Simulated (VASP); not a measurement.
# Ta (Im-3m) in VASP: a series of runs, part 2 of 2

VASP 6.6.1.

### Step 3. Single point, LDA

This run uses another cell than the first one, of 17.24 Å³/atom, 1.007 times its volume.

Contents of INCAR:

```
SYSTEM = Ta
PREC = Accurate
ENCUT = 520
EDIFF = 1E-6
ISMEAR = -1
SIGMA = 0.15
LREAL = .FALSE.
LASPH = .TRUE.
NELM = 100
ALGO = Fast
ISIF = 2
LWAVE = .FALSE.
LCHARG = .TRUE.
LELF = .TRUE.
LVHAR = .TRUE.
NBANDS = 12
```

Contents of KPOINTS:

```
Automatic mesh
0
G
  18 18 18
  0 0 0
```

Contents of POSCAR:

```
Ta
1.0
   -1.6275256157      1.6275256157      1.6275256157
    1.6275256157     -1.6275256157      1.6275256157
    1.6275256157      1.6275256157     -1.6275256157
Ta
1
Direct
    0.0000000000      0.0000000000      0.0000000000
```

Potentials or basis: VASP PAW LDA potentials, release 64 (Ta_pv).

Launch:

```sh
> cat potpaw_LDA.64/Ta_pv/POTCAR > POTCAR
> mpirun -np 1 vasp_std > vasp.out
```

OUTCAR:

```text
SYSTEM = Ta
   PREC = Accurate
   ENCUT = 520
   EDIFF = 1E-6
   ISMEAR = -1
   LREAL = .FALSE.
   LASPH = .TRUE.
   NELM = 100
   ISIF = 2

 ion  position               nearest neighbor table
   1  0.000  0.000  0.000-

  LATTYP: Found a body centered cubic cell.
 ALAT       =     3.2550512314

  Lattice vectors:

 A1 = (  -1.6275256157,   1.6275256157,   1.6275256157)
 A2 = (   1.6275256157,  -1.6275256157,   1.6275256157)
 A3 = (   1.6275256157,   1.6275256157,  -1.6275256157)

Analysis of symmetry for initial positions (statically):
=====================================================================
 Subroutine PRICEL returns:
 Original cell was already a primitive cell.

 Routine SETGRP: Setting up the symmetry group for a
 body centered cubic supercell.

 Subroutine GETGRP returns: Found 48 space group operations
 (whereof 48 operations were pure point group operations)
 out of a pool of 48 trial point group operations.

The static configuration has the point symmetry O_h .

Analysis of symmetry for dynamics (positions and initial velocities):
[... 167 lines left out ...]
      1     -26.9562      2.00000
      2     -26.9562      2.00000
      3     -26.9562      2.00000
      4      -2.2383      2.00000
      5       6.4368      0.02800
      6       6.4368      0.02800
      7       6.4368      0.02800
      8       9.8517      0.00000
      9       9.8517      0.00000
     10      21.0437      0.00000
     11      21.0437      0.00000
     12      21.0437      0.00000
[... 331 lines left out ...]
 k-point    24 :       0.3889    0.1111    0.0000
  band No.  band energies     occupation
      1     -28.2497      2.00000
      2     -27.4371      2.00000
      3     -27.0273      2.00000
      4       1.6274      2.00000
      5       4.1909      1.99996
      6       6.6506      0.00680
      7       9.6250      0.00000
      8      10.9975      0.00000
      9      14.0694      0.00000
     10      17.8840      0.00000
     11      19.1460      0.00000
     12      19.6273      0.00000

 [... further k-points ...]

------------------------ aborting loop because EDIFF is reached ----------------------------------------

  FORCE on cell =-STRESS in cart. coord.  units (eV):
  Direction    XX          YY          ZZ          XY          YZ          ZX
  --------------------------------------------------------------------------------------
  -------------------------------------------------------------------------------------
  Total        0.0962590      0.0962590      0.0962590      0.0000000      0.0000000     -0.0000000
  in kB        8.9435174      8.9435174      8.9435174      0.0000000      0.0000000     -0.0000000
  external PRESSURE =       8.9435174 kB  Pullay stress =       0.0000000 kB

 VOLUME and BASIS-vectors are now :
 -----------------------------------------------------------------------------
  energy-cutoff  :      520.00
  volume of cell :       17.24
      direct lattice vectors                 reciprocal lattice vectors
    -1.627525616  1.627525616  1.627525616     0.000000000  0.307214827  0.307214827
     1.627525616 -1.627525616  1.627525616     0.307214827  0.000000000  0.307214827
     1.627525616  1.627525616 -1.627525616     0.307214827  0.307214827  0.000000000

 POSITION                                       TOTAL-FORCE (eV/Angst)
 -----------------------------------------------------------------------------------
      0.00000      0.00000      0.00000        -0.000000     -0.000000      0.000000
 -----------------------------------------------------------------------------------
    total drift:                                0.000000      0.000000      0.000000

  FREE ENERGIE OF THE ION-ELECTRON SYSTEM (eV)
  ---------------------------------------------------
  free  energy   TOTEN  =       -12.8749672628 eV

  energy  without entropy=      -12.7850176503  energy(sigma->0) =      -12.82999246
```

Run time: 40 s. Hardware: 1 thread of Intel Xeon 8259CL, shared host; peak memory 0.16 GiB.

Results:

```yaml
Free_energy: -12.8750 eV
Pressure: 0.9 GPa
```

Caveat: spin-orbit coupling is left out, which moves the levels of the heavy elements.

### Step 4. Relaxation of cell and atoms, LDA

Contents of INCAR:

```
SYSTEM = Ta
PREC = Accurate
ENCUT = 600
EDIFF = 1E-6
ISMEAR = 0
SIGMA = 0.1
LREAL = .FALSE.
LASPH = .TRUE.
NELM = 60
ALGO = Normal
ISIF = 3
LWAVE = .FALSE.
LCHARG = .FALSE.
IBRION = 2
NSW = 100
EDIFFG = -0.002
```

Contents of KPOINTS:

```
Automatic mesh
0
G
  16 16 16
  0 0 0
```

Contents of POSCAR:

```
Ta
1.0
   -1.6234893960      1.6234893960      1.6234893960
    1.6234893960     -1.6234893960      1.6234893960
    1.6234893960      1.6234893960     -1.6234893960
Ta
1
Direct
    0.0000000000      0.0000000000      0.0000000000
```

Launch:

```sh
> cat potpaw_LDA.64/Ta_pv/POTCAR > POTCAR
> mpirun -np 1 vasp_std > vasp.out
```

It took 46 s on 1 thread of Intel Xeon 8259CL, shared host; peak memory 0.15 GiB.

It converged, with:

| Quantity | Value |
| --- | --- |
| Free energy | -12.8275 eV |
| Relaxed volume | 17.28 Å³/atom |
| Relaxed cell | a = 2.821 Å, b = 2.821 Å, c = 2.821 Å, α = 109.47°, β = 109.47°, γ = 109.47° |
| Space group after relaxing (to 0.05 Å) | Im-3m (No. 229) |
| Energy gained by relaxing | 1.0 meV/atom |
| Ionic steps | 3 |
| Pressure after relaxing | 0.0 GPa |

Step by step:
```tsv
step	energy change (eV)	largest force (eV/Å)	pressure (GPa)	volume (Å³)
1	0.0000	0.0000	2.03	17.12
2	0.0045	0.0000	-4.50	17.66
3	-0.0010	0.0000	-0.01	17.28
```

Final structure:
```
Ta
1.0
    -1.62854    1.62854    1.62854
     1.62854   -1.62854    1.62854
     1.62854    1.62854   -1.62854
Ta
1
Direct
  0.00000 0.00000 0.00000
```

Levels at points of the mesh, in eV from the Fermi level:
| k point | band 1 | band 2 | band 3 | band 4 | band 5 | band 6 | band 7 | band 8 | band 9 |
| --- | --- | --- | --- | --- | --- | --- | --- | --- | --- |
| (0.00, 0.00, 0.00) | -32.72 | -32.72 | -32.72 | -7.99 | 0.68 | 0.68 | 0.68 | 4.09 | 4.09 |
| (0.50, 0.00, 0.00) | -34.09 | -33.16 | -32.73 | -4.55 | -1.70 | 1.95 | 4.00 | 5.06 | 8.18 |
| (0.50, 0.50, 0.50) | -33.67 | -33.67 | -33.67 | -4.07 | -4.07 | 7.14 | 7.14 | 7.14 | 9.15 |

Caveat: spin-orbit coupling is left out, which moves the levels of the heavy elements.

### Step 5. Relaxation of cell and atoms, LDA

This run uses another cell than the first one, of 18.13 Å³/atom, 1.059 times its volume.

Contents of INCAR:

```
PREC = Accurate ; ENCUT = 500
EDIFF = 1E-7 ; ISMEAR = 0
SIGMA = 0.1 ; LREAL = False
LASPH = True ; NELM = 120
ALGO = Normal ; ISIF = 3
LWAVE = False ; LCHARG = False
IBRION = 2 ; NSW = 100
EDIFFG = -0.05 ; GGA_COMPAT = False
NELMIN = 4
```

Contents of KPOINTS:

```
Automatic mesh
0
Gamma
  8 8 8
```

Contents of POSCAR:

```
Ta
1.0
   -1.6549278100      1.6549278100      1.6549278100
    1.6549278100     -1.6549278100      1.6549278100
    1.6549278100      1.6549278100     -1.6549278100
Ta
1
Direct
    0.0000000000      0.0000000000      0.0000000000
```

Potentials or basis: VASP PAW LDA potentials, release 64 (Ta_sv_GW).

Launch:

```sh
> cat potpaw_LDA.64/Ta_sv_GW/POTCAR > POTCAR
> mpirun -np 1 vasp_std > vasp.out
```

Wall time 25 s (1 thread of AMD EPYC 9R45 (Zen 5), shared host); peak memory 0.12 GiB.

Results (log left out):

```
Free energy                            : -15.3613 eV
Relaxed volume                         : 17.11 Å³/atom
Relaxed cell                           : a = 2.812 Å, b = 2.812 Å, c = 2.812 Å, α = 109.47°, β = 109.47°, γ = 109.47°
Space group after relaxing (to 0.05 Å) : Im-3m (No. 229)
Energy gained by relaxing              : 41.6 meV/atom
Ionic steps                            : 4
Pressure after relaxing                : -0.1 GPa
```

The path:
```
step  energy change (eV)  largest force (eV/Å)  pressure (GPa)  volume (Å³)
   1              0.0000                0.0000          -12.38        18.13
   2              0.2751                0.0000           47.05        14.70
   3             -0.0414                0.0000           -0.93        17.17
   4             -0.0416                0.0000           -0.12        17.11
```

Final structure:
```
Ta
1.0
    -1.62339    1.62339    1.62339
     1.62339   -1.62339    1.62339
     1.62339    1.62339   -1.62339
Ta
1
Direct
  0.00000 0.00000 0.00000
```

Levels at points of the mesh, in eV from the Fermi level:
| k point | band 4 | band 5 | band 6 | band 7 | band 8 | band 9 |
| --- | --- | --- | --- | --- | --- | --- |
| (0.00, 0.00, 0.00) | -32.64 | -7.95 | 0.74 | 0.74 | 0.74 | 4.18 |
| (0.50, 0.00, 0.00) | -32.65 | -4.53 | -1.67 | 2.08 | 4.09 | 5.17 |
| (0.50, 0.50, 0.50) | -33.61 | -4.06 | -4.06 | 7.27 | 7.27 | 7.27 |

Caveat: spin-orbit coupling is left out, which moves the levels of the heavy elements.

### Step 6. Single point, LDA

Contents of INCAR:

```
SYSTEM = Ta
  PREC = Accurate
  ENCUT = 500
  EDIFF = 1E-6
  ISMEAR = 0
  SIGMA = 0.1
  LREAL = .False.
  LASPH = .True.
  NELM = 120
  ALGO = Normal
  ISIF = 2
  LWAVE = .False.
  LCHARG = .False.
  GGA = CA
  NBANDS = 12
  GGA_COMPAT = .False.
```

Contents of KPOINTS:

```
regular mesh
0
Gamma
  8 8 8
  0 0 0
```

Contents of POSCAR:

```
Ta
1.0
   -1.6234893960      1.6234893960      1.6234893960
    1.6234893960     -1.6234893960      1.6234893960
    1.6234893960      1.6234893960     -1.6234893960
Ta
1
Direct
    0.0000000000      0.0000000000      0.0000000000
```

Potentials or basis: VASP PAW LDA potentials, release 64 (Ta_sv_GW).

Launch:

```sh
> cat potpaw_LDA.64/Ta_sv_GW/POTCAR > POTCAR
> mpirun -np 1 vasp_std > vasp.out
```

Wall time 2.8 s (1 thread of Intel Xeon 6975P-C (Granite Rapids), shared host); peak memory 0.13 GiB.

The run converged. Its results:

| Property | Result |
| --- | --- |
| Free energy | -15.3557 eV |
| Pressure | -0.5 GPa |

Levels at points of the mesh, in eV from the Fermi level:
```
           k point  band 4  band 5  band 6  band 7  band 8  band 9
(0.00, 0.00, 0.00)  -32.64   -7.95    0.73    0.73    0.73    4.18
(0.50, 0.00, 0.00)  -32.65   -4.53   -1.67    2.08    4.09    5.17
(0.50, 0.50, 0.50)  -33.61   -4.06   -4.06    7.27    7.27    7.27
```

Caveat: spin-orbit coupling is left out, which moves the levels of the heavy elements.

### Step 7. Summary

```csv
task,potentials or basis,cell,k mesh,cutoff (eV),smearing,second run,gap on the mesh (eV),pressure (GPa),relaxed volume (Å³/atom)
single point,"VASP PAW LDA potentials, release 64 (Ta_pv)","a = 2.812 Å, angles 109.5°, 1 atom",8 × 8 × 8,520,gaussian 0.1 eV,-,none,1.0,-
single point,"VASP PAW LDA potentials, release 64 (Ta_pv)","a = 2.819 Å, angles 109.5°, 1 atom",18 × 18 × 18,520,fermi-dirac 0.15 eV,-,none,0.9,-
relaxation of cell and atoms,"VASP PAW LDA potentials, release 64 (Ta_pv)","relaxed from a = 2.812 Å, angles 109.5°, 1 atom",16 × 16 × 16,600,gaussian 0.1 eV,-,none,0.0,17.28
relaxation of cell and atoms,"VASP PAW LDA potentials, release 64 (Ta_sv_GW)","relaxed from a = 2.866 Å, angles 109.5°, 1 atom",8 × 8 × 8,500,gaussian 0.1 eV,valence_matched,none,-0.1,17.11
single point,"VASP PAW LDA potentials, release 64 (Ta_sv_GW)","a = 2.812 Å, angles 109.5°, 1 atom",8 × 8 × 8,500,gaussian 0.1 eV,valence_matched,none,-0.5,-
```

Alike in all rows: level LDA; no spin polarisation.

Caveats: spin-orbit coupling is left out, which moves the levels of the heavy elements.

Absolute energies hang on the potentials; compare differences alone.
